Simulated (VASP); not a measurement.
A run of VASP 6.6.1 is set up as follows.

File INCAR:

```
SYSTEM = HPbNO4
  ALGO = Normal
  EDIFF = 1E-7
  ENCUT = 520
  GGA = PE
  ISIF = 2
  ISMEAR = -1
  LASPH = .TRUE.
  LCHARG = .FALSE.
  LREAL = .FALSE.
  LWAVE = .FALSE.
  NBANDS = 57
  NELM = 100
  PREC = Accurate
  SIGMA = 0.05
```

Contents of KPOINTS:

```
k-points
0
G
  3 4 3
  0 0 0
```

Contents of POSCAR:

```
HPbNO4
1.0
    6.8587700000      0.0000000000      0.0000000000
    0.0000000000      4.2286500000      0.0000000000
   -3.3910100000      0.0000000000      7.2745900000
H Pb N O
2 2 2 8
Direct
    0.2254900000      0.7500000000      0.5073000000
    0.7745100000      0.2500000000      0.4927000000
    0.3022900000      0.2500000000      0.2849400000
    0.6977100000      0.7500000000      0.7150600000
    0.2148400000      0.7500000000      0.8356700000
    0.7851600000      0.2500000000      0.1643300000
    0.3307800000      0.7500000000      0.4533800000
    0.4090900000      0.7500000000      0.8690100000
    0.1550800000      0.7500000000      0.9653700000
    0.0708300000      0.7500000000      0.6695500000
    0.6692200000      0.2500000000      0.5466100000
    0.5909100000      0.2500000000      0.1309900000
    0.8449200000      0.2500000000      0.0346300000
    0.9291700000      0.2500000000      0.3304500000
```

Potentials or basis: VASP PAW PBE potentials, release 64 (H, Pb_d, N, O).

Command:

```bash
$ cat potpaw_PBE.64/H/POTCAR potpaw_PBE.64/Pb_d/POTCAR potpaw_PBE.64/N/POTCAR potpaw_PBE.64/O/POTCAR > POTCAR
$ mpirun -np 1 vasp_std > vasp.out
```

Problem. Predict the band gap on the k mesh.

Solution. 3.10 eV (least direct gap 3.28 eV).

Problem. Estimate the pressure.

Solution. 0.6 GPa.

Forces on the atoms (eV/Å):
```
H   -0.092  0.000  0.036
H    0.094  0.000 -0.037
Pb   0.010  0.000 -0.009
Pb  -0.009  0.000  0.008
N   -0.089  0.000 -0.022
N    0.089  0.000  0.022
O    0.075  0.000 -0.031
O    0.457  0.000  0.077
O   -0.241  0.000  0.260
O   -0.113  0.000 -0.314
O   -0.077  0.000  0.033
O   -0.457  0.000 -0.077
O    0.241  0.000 -0.260
O    0.113  0.000  0.314
```

Caveat: the standard files for N, O and F lose accuracy on very short bonds; spin-orbit coupling is left out, which moves the levels of the heavy elements. A k mesh can miss the band edges.
